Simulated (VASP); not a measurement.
Wanted: the native input for a VASP 6.6.1 run.

- Task: single point
- Functional: PBE
- Potentials or basis: VASP PAW PBE potentials, release 64 (Si, Se)
- Cutoff: 520 eV
- k mesh: 8 × 8 × 8
- Occupations: gaussian, width 0.1 eV
- Spin: no spin polarisation
- Dipole correction: no
- Further INCAR settings: ALGO = Normal; EDIFF = 1e-06; NBANDS = 22

The structure of SiSe4 lies in POSCAR:

```
SiSe4
1.0
   -3.0661255763      3.0661255763      3.0661255763
    3.0661255763     -3.0661255763      3.0661255763
    3.0661255763      3.0661255763     -3.0661255763
Si Se
1 4
Direct
    0.0000000000      0.0000000000      0.0000000000
    0.0000000000      0.0000000000      0.5000000000
    0.0000000000      0.5000000000      0.0000000000
    0.5000000000      0.0000000000      0.0000000000
    0.5000000000      0.5000000000      0.5000000000
```

The cell was generated, and may not be a known phase.

The input as run:

INCAR

```
SYSTEM = SiSe4
PREC     = Accurate       ! precision mode
ENCUT    = 520            ! plane-wave cutoff, eV
EDIFF    = 1E-6           ! SCF threshold, eV
ISMEAR   = 0              ! smearing method
SIGMA    = 0.1            ! smearing width, eV
LREAL    = .FALSE.        ! projectors in reciprocal space
LASPH    = .TRUE.         ! aspherical terms in the spheres
NELM     = 100            ! most SCF steps
ALGO     = Normal         ! electronic algorithm
ISIF     = 2              ! what is computed and relaxed
LWAVE    = .FALSE.        ! write WAVECAR
LCHARG   = .FALSE.        ! write CHGCAR
GGA      = PE             ! functional
NBANDS   = 22             ! bands
```

KPOINTS

```
regular mesh
0
G
  8 8 8
  0 0 0
```

Potentials or basis: VASP PAW PBE potentials, release 64 (Si, Se).

Command:

```bash
$ cat potpaw_PBE.64/Si/POTCAR potpaw_PBE.64/Se/POTCAR > POTCAR
$ mpirun -np 1 vasp_std > vasp.out
```

It gave:

| Item | Value |
| --- | --- |
| Pressure | 0.0 GPa |
| Band gap on the k mesh | zero (bands 14 and 15 overlap by 2.85 eV) |

Run time: 37 s on 1 thread of AMD EPYC 9R45 96-Core Processor (Zen 5), with other jobs on the host, peak memory 0.23 GiB.
